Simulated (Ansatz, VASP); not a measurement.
# V4O: VASP beside Ansatz

```xyz
5
Lattice="2.9972 0.0000 0.0000 0.0000 2.9972 0.0000 0.0000 0.0000 21.3334" Properties=species:S:1:pos:R:3 pbc="T T T"
V     1.4986    1.4986    4.0000
V     0.0000    0.0000    5.4986
V     1.4986    1.4986    6.9700
V     0.0000    0.0000    8.3334
O     1.4986    1.4986   11.5834
```

Alike in both runs: task single point; functional PBE; k mesh 9 × 9 × 1; occupations gaussian, width 0.1 eV; no spin polarisation.

```csv
,VASP,Ansatz
version,VASP 6.6.1,Ansatz 0.2.0
potentials or method,"VASP PAW PBE potentials, release 64 (V_sv, O), cutoff 520 eV","scalar-relativistic, plane waves, PAW"
valence electrons in the cell,58,58
```

```csv
,VASP,Ansatz,Ansatz less VASP
gap on the k mesh at the Fermi level (eV),none,none,-
rms of the force components (eV/Å),0.440,0.438,-0.0024
```

Atom by atom the forces differ by 0.008 eV/Å (rms over components). A gap of «none» marks a metal or a gap that the smearing closes. Ansatz's warnings: vacuum density over bound.
